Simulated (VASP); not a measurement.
Input of a VASP 6.6.1 run:

The input INCAR:

```
ALGO     = Normal         # electronic algorithm
EDIFF    = 1E-7           # SCF threshold, eV
ENCUT    = 520            # plane-wave cutoff, eV
GGA      = PS             # functional
ISIF     = 2              # what is computed and relaxed
ISMEAR   = 0              # smearing method
LASPH    = True           # aspherical terms in the spheres
LCHARG   = True           # write CHGCAR
LELF     = True           # ELF
LREAL    = False          # projectors in reciprocal space
LVHAR    = True         
LWAVE    = False          # write WAVECAR
NBANDS   = 15             # bands
NELM     = 80             # most SCF steps
PREC     = Accurate       # precision mode
SIGMA    = 0.1            # smearing width, eV
```

The input KPOINTS:

```
k-points
0
Gamma
  16 16 16
```

File POSCAR:

```
TiC
1.0
    0.0000000000      2.1466866621      2.1466866621
    2.1466866621      0.0000000000      2.1466866621
    2.1466866621      2.1466866621      0.0000000000
Ti C
1 1
Direct
    0.0000000000      0.0000000000      0.0000000000
    0.5000000000      0.5000000000      0.5000000000
```

Potentials or basis: VASP PAW PBE potentials, release 64 (Ti_sv, C).

Command:

```bash
$ cat potpaw_PBE.64/Ti_sv/POTCAR potpaw_PBE.64/C/POTCAR > POTCAR
$ mpirun -np 1 vasp_std > vasp.out
```

**Question.** Estimate the pressure.

**Answer.** 0.2 GPa.

**Question.** Predict the band gap on the k mesh.

**Answer.** Zero (band 8 reaches 10.29 eV, above the bottom of band 9 at 9.20 eV).

Caveat: the PAW data sets were made with another functional, which shifts forces and pressure a little.
